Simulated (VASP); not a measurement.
Runs of VASP 6.6.1 on Al3InSb4. The structure is that of space group Pmm2 (No. 25), or close to it. The cells are those of the table. 

| cell | k mesh | smearing | gap on the mesh (eV) | pressure (GPa) | largest force (eV/Å) |
| --- | --- | --- | --- | --- | --- |
| a = 4.472, b = 8.941, c = 6.317 Å, 8 atoms | 4 × 2 × 4 | gaussian 0.1 eV | 0.73 | (a) | 0.03 |
| a = 4.496, b = 6.239, c = 8.998 Å, 8 atoms | 4 × 2 × 2 | gaussian 0.1 eV | 0.76 | 0.1 | 0.01 |
| a = 4.472, b = 6.317, c = 8.941 Å, 8 atoms | 4 × 2 × 2 | gaussian 0.1 eV | 0.73 | 0.1 | 0.03 |
| a = 4.472, b = 8.941, c = 6.317 Å, 8 atoms | 6 × 4 × 4 | gaussian 0.02 eV | 0.73 | 0.1 | 0.02 |

Alike in all rows: task single point; level PBE; potentials or basis VASP PAW PBE potentials, release 64 (Al, In_d, Sb); no spin polarisation; cutoff (eV) 520.

Problem. Estimate the missing entries.

Solution. (a) 0.2.

Caveats: some runs use coarse meshes; spin-orbit coupling is left out, which moves the levels of the heavy elements.

A k mesh can miss the band edges, and the runs leave out spin-orbit coupling on In, Sb.
